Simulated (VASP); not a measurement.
A run of VASP 6.6.1 is set up as follows.

File INCAR:

```
  PREC = Accurate
  ENCUT = 520
  EDIFF = 1E-6
  ISMEAR = 0
  SIGMA = 0.05
  LREAL = False
  LASPH = True
  NELM = 100
  ALGO = Normal
  ISIF = 2
  LWAVE = False
  LCHARG = True
  GGA = PE
  LELF = True
  LVHAR = True
  NBANDS = 19
```

Contents of KPOINTS:

```
regular mesh
0
Gamma
  6 6 6
```

The input POSCAR:

```
SrCl2
1.0
    0.0000000000      3.5951309299      3.4261597762
    3.5951309299      0.0000000000      3.4261597762
    3.5951309299      3.5951309299      0.0000000000
Sr Cl
1 2
Direct
    0.0000000000      0.0000000000      0.0000000000
    0.2500000000      0.2500000000      0.2500000000
    0.7500000000      0.7500000000      0.7500000000
```

Potentials or basis: VASP PAW PBE potentials, release 64 (Sr_sv, Cl).

Command:

```sh
$ cat potpaw_PBE.64/Sr_sv/POTCAR potpaw_PBE.64/Cl/POTCAR > POTCAR
$ mpirun -np 1 vasp_std > vasp.out
```

(1) Estimate the pressure.

(2) Estimate the band gap on the k mesh.

Results:

(1) -0.4 GPa.

(2) 4.92 eV (least direct gap 5.20 eV).
